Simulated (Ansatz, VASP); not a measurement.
## GaP: VASP beside Ansatz

Contents of POSCAR:

```
GaP
1.0
    0.0000000000      2.5889875000      2.7933812500
    2.5889875000      0.0000000000      2.7933812500
    2.5889875000      2.5889875000      0.0000000000
Ga P
1 1
Direct
    0.0000000000      0.0000000000      0.0000000000
    0.7500000000      0.7500000000      0.7500000000
```

The input INCAR.step1:

```
SYSTEM = GaP
ALGO     = Normal         ! electronic algorithm
EDIFF    = 1E-4           ! SCF threshold, eV
ENCUT    = 520            ! plane-wave cutoff, eV
GGA      = PE             ! functional
ISMEAR   = 0              ! smearing method
LASPH    = .TRUE.         ! aspherical terms in the spheres
LCHARG   = .FALSE.        ! write CHGCAR
LREAL    = .FALSE.        ! projectors in reciprocal space
LWAVE    = .TRUE.         ! write WAVECAR
NBANDS   = 16             ! bands
NELM     = 80             ! most SCF steps
PREC     = Accurate       ! precision mode
SIGMA    = 0.05           ! smearing width, eV
```

File INCAR.step2:

```
SYSTEM = GaP
ALGO     = Normal         ! electronic algorithm
EDIFF    = 1E-6           ! SCF threshold, eV
ENCUT    = 520            ! plane-wave cutoff, eV
ISIF     = 2              ! what is computed and relaxed
ISMEAR   = 0              ! smearing method
ISTART   = 1            
LASPH    = .TRUE.         ! aspherical terms in the spheres
LCHARG   = .FALSE.        ! write CHGCAR
LMIXTAU  = .TRUE.       
LREAL    = .FALSE.        ! projectors in reciprocal space
LWAVE    = .FALSE.        ! write WAVECAR
METAGGA  = R2SCAN         ! meta-GGA
NBANDS   = 16             ! bands
NELM     = 80             ! most SCF steps
PREC     = Accurate       ! precision mode
SIGMA    = 0.05           ! smearing width, eV
```

File KPOINTS:

```
k-points
0
G
  8 8 8
  0 0 0
```

Input for Ansatz:

```yaml
crystal:
  lattice:
    - [0.0, 2.5889875, 2.79338125]
    - [2.5889875, 0.0, 2.79338125]
    - [2.5889875, 2.5889875, 0.0]
  atoms:
    - { symbol: Ga, position: [0.0, 0.0, 0.0] }
    - { symbol: P, position: [0.75, 0.75, 0.75] }
basis:
  ecutwfc: 500
kpoints:
  mp_grid: { grid: [8, 8, 8] }
hamiltonian:
  xc: r2scan
scf:
  occupations: { method: gaussian, width: 0.05 }
output:
  forces: true
  stress: true
  eigenvalues: true
```

Change from the starting cell: strain -0.050 along x and y, +0.025 along z, atoms carried along.

Alike in both runs: task single point; functional r2SCAN; k mesh 8 × 8 × 8; occupations gaussian, width 0.05 eV; no spin polarisation.

|  | VASP | Ansatz |
| --- | --- | --- |
| version | VASP 6.6.1 | Ansatz 0.2.0 |
| potentials or method | VASP PAW PBE potentials, release 64 (Ga_d, P), cutoff 520 eV | scalar-relativistic, plane waves, PAW |
| valence electrons in the cell | 18 | 18 |

```csv
,VASP,Ansatz,Ansatz less VASP
gap on the k mesh at the Fermi level (eV),1.36,1.35,-0.007
least direct gap on the mesh (eV),2.80,2.83,+0.024
pressure (GPa),8.0,8.0,+0.01
"traceless stress, the component that is largest in VASP (GPa)",-4.84,-4.83,+0.011
```

VASP's potentials were made for PBE, not for r2SCAN. The functional is the same, so the differences come from potentials, cutoffs and numerics.
